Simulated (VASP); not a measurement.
Here is a VASP 6.6.1 calculation.

The input INCAR:

```
PREC = Accurate
ENCUT = 520
EDIFF = 1E-6
ISMEAR = 0
SIGMA = 0.1
LREAL = F
LASPH = T
NELM = 80
ALGO = Fast
ISIF = 2
LWAVE = F
LCHARG = F
GGA = PE
NBANDS = 18
```

KPOINTS

```
regular mesh
0
Gamma
  12 12 12
```

File POSCAR:

```
ScAl3
1.0
    3.6565882357      0.0000000000      0.0000000000
    0.0000000000      3.6565882357      0.0000000000
    0.0000000000      0.0000000000      3.6565882357
Sc Al
1 3
Direct
    0.0000000000      0.0000000000      0.0000000000
    0.5000000000      0.0000000000      0.5000000000
    0.0000000000      0.5000000000      0.5000000000
    0.5000000000      0.5000000000      0.0000000000
```

Potentials or basis: VASP PAW PBE potentials, release 64 (Sc_sv, Al).

Run with:

```console
$ cat potpaw_PBE.64/Sc_sv/POTCAR potpaw_PBE.64/Al/POTCAR > POTCAR
$ mpirun -np 1 vasp_std > vasp.out
```

Problem. Estimate the band gap on the k mesh.

Solution. Zero (bands 10 and 11 overlap by 4.47 eV).

Problem. Estimate the pressure.

Solution. 60.2 GPa.

Caveat: the cell stands under pressure.
